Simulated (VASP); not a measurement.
Crystal: As.

```
As
1.0
     2.70368    0.00000    0.00000
     0.00000    2.70368    0.00000
     0.00000    0.00000    2.70368
As
1
Cartesian
  1.3518 1.3518 1.3518
```

This isn't the form of As at room conditions, which is rhombohedral.

| Quantity | Value |
| --- | --- |
| Program | VASP 6.6.1 |
| Task | relaxation of cell and atoms |
| Functional | B3LYP |
| Potentials or basis | VASP PAW PBE potentials, release 64 (As) |
| Cutoff | 600 eV |
| k mesh | 5 × 5 × 5 |
| Occupations | fermi-dirac, width 0.05 eV |
| Spin | no spin polarisation |

At the start: pressure 6.1 GPa; volume 19.76 Å³/atom.

Question: Where does the relaxation end?

Answer: Over 4 steps the energy falls by 22.4 meV/atom and the volume is 21.11 Å³/atom (+6.8 %); space group Pm-3m (No. 221, to 0.1 Å) before and after.

The path:
| step | energy change (eV) | largest force (eV/Å) | pressure (GPa) | volume (Å³) |
| --- | --- | --- | --- | --- |
| 1 | 0.0000 | 0.0000 | 6.08 | 19.76 |
| 2 | -0.0141 | 0.0000 | -2.92 | 21.99 |
| 3 | -0.0223 | 0.0000 | 0.14 | 21.07 |
| 4 | -0.0224 | 0.0000 | -0.01 | 21.11 |

Final structure:
```
As
1.0
     2.76368    0.00000    0.00000
     0.00000    2.76368    0.00000
     0.00000    0.00000    2.76368
As
1
Direct
  0.50000 0.50000 0.50000
```

Caveat: the k points lie up to 0.45 Å⁻¹ apart in the final cell, too coarse for converged energies and pressures of a metal; the PAW data sets were made with another functional, which shifts forces and pressure a little.
